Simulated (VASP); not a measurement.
# NbB2 (P6/mmm) in VASP: notebook, part 2 of 2

VASP 6.6.1. Earlier steps stand in the parts before.

## Step 3: Single point, LDA

This run uses another cell than the first one, of 9.33 Å³/atom, 1.027 times its volume.

Input file INCAR:

```
PREC     = Accurate       # precision mode
ENCUT    = 520            # plane-wave cutoff, eV
EDIFF    = 1E-7           # SCF threshold, eV
ISMEAR   = -1             # smearing method
SIGMA    = 0.1            # smearing width, eV
LREAL    = False          # projectors in reciprocal space
LASPH    = True           # aspherical terms in the spheres
NELM     = 80             # most SCF steps
ALGO     = Normal         # electronic algorithm
ISIF     = 2              # what is computed and relaxed
LWAVE    = False          # write WAVECAR
LCHARG   = False          # write CHGCAR
NBANDS   = 16             # bands
```

Input file KPOINTS:

```
regular mesh
0
Gamma
  11 11 9
```

Input file POSCAR:

```
NbB2
1.0
    3.1131908284      0.0000000000      0.0000000000
   -1.5565954142      2.6961019446      0.0000000000
    0.0000000000      0.0000000000      3.3351292542
Nb B
1 2
Direct
    0.0000000000      0.0000000000      0.0000000000
    0.3333333333      0.6666666667      0.5000000000
    0.6666666667      0.3333333333      0.5000000000
```

Potentials or basis: VASP PAW LDA potentials, release 64 (Nb_sv, B).

The run is started by

```console
$ cat potpaw_LDA.64/Nb_sv/POTCAR potpaw_LDA.64/B/POTCAR > POTCAR
$ mpirun -np 1 vasp_std > vasp.out
```

OUTCAR:

```text
PREC = Accurate
   ENCUT = 520
   EDIFF = 1E-7
   ISMEAR = -1
   LREAL = False
   LASPH = True
   NELM = 80
   ISIF = 2

 ion  position               nearest neighbor table
   1  0.000  0.000  0.000-   2 2.45   2 2.45   3 2.45   3 2.45   2 2.45   3 2.45   2 2.45   3 2.45
                             3 2.45   3 2.45   2 2.45   2 2.45
   2  0.333  0.667  0.500-   3 1.80   3 1.80   3 1.80   1 2.45   1 2.45   1 2.45   1 2.45   1 2.45
                             1 2.45
   3  0.667  0.333  0.500-   2 1.80   2 1.80   2 1.80   1 2.45   1 2.45   1 2.45   1 2.45   1 2.45
                             1 2.45

  LATTYP: Found a hexagonal cell.
 ALAT       =     3.1131908284
 C/A-ratio  =     1.0712896954

  Lattice vectors:

 A1 = (   3.1131908284,   0.0000000000,   0.0000000000)
 A2 = (  -1.5565954142,   2.6961019446,   0.0000000000)
 A3 = (   0.0000000000,   0.0000000000,   3.3351292542)

Analysis of symmetry for initial positions (statically):
=====================================================================
 Subroutine PRICEL returns:
 Original cell was already a primitive cell.

 Routine SETGRP: Setting up the symmetry group for a
 hexagonal supercell.

 Subroutine GETGRP returns: Found 24 space group operations
[... 171 lines left out ...]
 fundamental gap:      0.0285268358
 Fermi energy:        12.3030190827

 k-point     1 :       0.0000    0.0000    0.0000
  band No.  band energies     occupation
      1     -43.1472      2.00000
      2     -19.4890      2.00000
      3     -19.0506      2.00000
      4     -19.0506      2.00000
      5      -1.7261      2.00000
      6       8.0830      2.00000
[... 433 lines left out ...]
      3     -19.3817      2.00000
      4     -19.1395      2.00000
      5      -0.4770      2.00000
      6       6.0490      2.00000
[... 8 lines left out ...]
     15      18.8609      0.00000
     16      19.8471      0.00000

 [... further k-points ...]

------------------------ aborting loop because EDIFF is reached ----------------------------------------

  FORCE on cell =-STRESS in cart. coord.  units (eV):
  Direction    XX          YY          ZZ          XY          YZ          ZX
  --------------------------------------------------------------------------------------
  -------------------------------------------------------------------------------------
  Total       -2.1505859     -2.1505853     -2.1689287      0.0000000     -0.0000000      0.0000000
  in kB     -123.0871332   -123.0870967   -124.1369682      0.0000000     -0.0000000      0.0000000
  external PRESSURE =    -123.4370660 kB  Pullay stress =       0.0000000 kB

 VOLUME and BASIS-vectors are now :
 -----------------------------------------------------------------------------
  energy-cutoff  :      520.00
  volume of cell :       27.99
      direct lattice vectors                 reciprocal lattice vectors
     3.113190828  0.000000000  0.000000000     0.321213846  0.185452928  0.000000000
    -1.556595414  2.696101945  0.000000000     0.000000000  0.370905856  0.000000000
     0.000000000  0.000000000  3.335129254     0.000000000  0.000000000  0.299838454

 POSITION                                       TOTAL-FORCE (eV/Angst)
 -----------------------------------------------------------------------------------
      0.00000      0.00000      0.00000         0.000000      0.000000      0.000000
     -0.00000      1.79740      1.66756         0.000000      0.000000      0.000000
      1.55660      0.89870      1.66756        -0.000000     -0.000000      0.000000
 -----------------------------------------------------------------------------------
    total drift:                               -0.000000      0.000000      0.000000

  FREE ENERGIE OF THE ION-ELECTRON SYSTEM (eV)
  ---------------------------------------------------
  free  energy   TOTEN  =       -28.5301612668 eV

  energy  without entropy=      -28.5010144880  energy(sigma->0) =      -28.51558788
```

OSZICAR:

```text
N       E                     dE             d eps       ncg     rms          rms(c)
DAV:   1     0.141458127308E+03    0.14146E+03   -0.98469E+03  2576   0.118E+03
DAV:   2    -0.251617161848E+02   -0.16662E+03   -0.16120E+03  3280   0.411E+02
DAV:   3    -0.317078324147E+02   -0.65461E+01   -0.64442E+01  4048   0.712E+01
DAV:   4    -0.319445569821E+02   -0.23672E+00   -0.23635E+00  3304   0.120E+01
DAV:   5    -0.319543891108E+02   -0.98321E-02   -0.98282E-02  4320   0.222E+00    0.114E+01
DAV:   6    -0.285237025083E+02    0.34307E+01   -0.13706E+01  4304   0.279E+01    0.250E+00
DAV:   7    -0.285350406536E+02   -0.11338E-01   -0.45841E-01  3056   0.638E+00    0.182E+00
DAV:   8    -0.285307613790E+02    0.42793E-02   -0.61028E-02  4744   0.206E+00    0.272E-01
DAV:   9    -0.285302154481E+02    0.54593E-03   -0.41314E-03  3584   0.639E-01    0.120E-01
DAV:  10    -0.285301683537E+02    0.47094E-04   -0.58089E-04  3624   0.239E-01    0.252E-02
DAV:  11    -0.285301617487E+02    0.66050E-05   -0.35523E-05  3664   0.691E-02    0.122E-02
DAV:  12    -0.285301612546E+02    0.49409E-06   -0.18009E-06  4152   0.119E-02    0.177E-03
DAV:  13    -0.285301612668E+02   -0.12172E-07   -0.13240E-07  2344   0.356E-03
   1 F= -.28530161E+02 E0= -.28515588E+02  d E =-.291468E-01
```

Wall time 50 s (1 thread of AMD EPYC 7R43 (Zen 3), shared host); peak memory 0.12 GiB.

Results:

| Item | Value |
| --- | --- |
| Free energy | -28.5302 eV |
| Pressure | -12.3 GPa |

## Step 4: Single point, LDA

This run uses another cell than the first one, of 9.57 Å³/atom, 1.053 times its volume.

Input file INCAR:

```
PREC = Accurate
ENCUT = 520
EDIFF = 1E-7
ISMEAR = -1
SIGMA = 0.1
LREAL = False
LASPH = True
NELM = 80
ALGO = Normal
ISIF = 2
LWAVE = False
LCHARG = False
GGA = CA
NBANDS = 16
```

Input file KPOINTS:

```
Automatic mesh
0
Gamma
  11 11 9
```

Input file POSCAR:

```
NbB2
1.0
    3.1399148035      0.0000000000      0.0000000000
   -1.5699574018      2.7192455826      0.0000000000
    0.0000000000      0.0000000000      3.3637583734
Nb B
1 2
Direct
    0.0000000000      0.0000000000      0.0000000000
    0.3333333333      0.6666666667      0.5000000000
    0.6666666667      0.3333333333      0.5000000000
```

The run is started by

```console
$ cat potpaw_LDA.64/Nb_sv/POTCAR potpaw_LDA.64/B/POTCAR > POTCAR
$ mpirun -np 1 vasp_std > vasp.out
```

It took 52 s on 1 thread of AMD EPYC 7R43 (Zen 3), shared host; peak memory 0.12 GiB.

Results (log left out):

| Item | Value |
| --- | --- |
| Free energy | -28.4598 eV |
| Pressure | -18.8 GPa |

Stress tensor (GPa, compression positive):
```
-18.96   0.00   0.00
  0.00 -18.96   0.00
  0.00   0.00 -18.35
```

Levels at points of the mesh, in eV from the Fermi level:
```tsv
k point	band 5	band 6	band 7	band 8	band 9	band 10	band 11	band 12	band 13	band 14
(0.00, 0.00, 0.00)	-13.86	-4.11	-4.11	-4.07	-3.07	1.17	1.17	2.95	2.95	4.23
```

## Step 5: Single point, LDA

This run uses another cell than the first one, of 9.82 Å³/atom, 1.080 times its volume.

Input file INCAR:

```
SYSTEM = NbB2
ALGO     = Normal         ! electronic algorithm
EDIFF    = 1E-6           ! SCF threshold, eV
ENCUT    = 520            ! plane-wave cutoff, eV
ISIF     = 2              ! what is computed and relaxed
ISMEAR   = -1             ! smearing method
LASPH    = .TRUE.         ! aspherical terms in the spheres
LCHARG   = .FALSE.        ! write CHGCAR
LREAL    = .FALSE.        ! projectors in reciprocal space
LWAVE    = .FALSE.        ! write WAVECAR
NBANDS   = 16             ! bands
NELM     = 80             ! most SCF steps
PREC     = Accurate       ! precision mode
SIGMA    = 0.1            ! smearing width, eV
```

Input file KPOINTS:

```
k-points
0
G
  11 11 9
  0 0 0
```

Input file POSCAR:

```
NbB2
1.0
    3.1661914629      0.0000000000      0.0000000000
   -1.5830957314      2.7420018337      0.0000000000
    0.0000000000      0.0000000000      3.3919082878
Nb B
1 2
Direct
    0.0000000000      0.0000000000      0.0000000000
    0.3333333333      0.6666666667      0.5000000000
    0.6666666667      0.3333333333      0.5000000000
```

The run is started by

```console
$ cat potpaw_LDA.64/Nb_sv/POTCAR potpaw_LDA.64/B/POTCAR > POTCAR
$ mpirun -np 1 vasp_std > vasp.out
```

Run time: 58 s. Hardware: 1 thread of AMD EPYC 7R43 (Zen 3), shared host; peak memory 0.12 GiB.

Results (log left out):

* Free energy: -28.3623 eV
* Pressure: -24.3 GPa

Stress tensor (GPa, compression positive):
```
-24.78   0.00   0.00
  0.00 -24.78   0.00
  0.00   0.00 -23.49
```

Levels at points of the mesh, in eV from the Fermi level:
```tsv
k point	band 5	band 6	band 7	band 8	band 9	band 10	band 11	band 12	band 13	band 14
(0.00, 0.00, 0.00)	-13.70	-4.01	-4.01	-3.96	-3.03	1.12	1.12	2.86	2.86	4.17
```

## Step 6: Overview

```csv
cell,gap on the mesh (eV),pressure (GPa)
"a = 3.086, b = 3.086, c = 3.306 Å, angles 90.0, 90.0, 120.0°, 3 atoms",none,-5.0
"a = 3.113, b = 3.113, c = 3.335 Å, angles 90.0, 90.0, 120.0°, 3 atoms",none,-12.3
"a = 3.140, b = 3.140, c = 3.364 Å, angles 90.0, 90.0, 120.0°, 3 atoms",none,-18.8
"a = 3.166, b = 3.166, c = 3.392 Å, angles 90.0, 90.0, 120.0°, 3 atoms",none,-24.3
```

Alike in all rows: task single point; level LDA; potentials or basis VASP PAW LDA potentials, release 64 (Nb_sv, B); no spin polarisation; k mesh 11 × 11 × 9; cutoff (eV) 520; smearing fermi-dirac 0.1 eV.

Absolute energies hang on the potentials; compare differences alone.
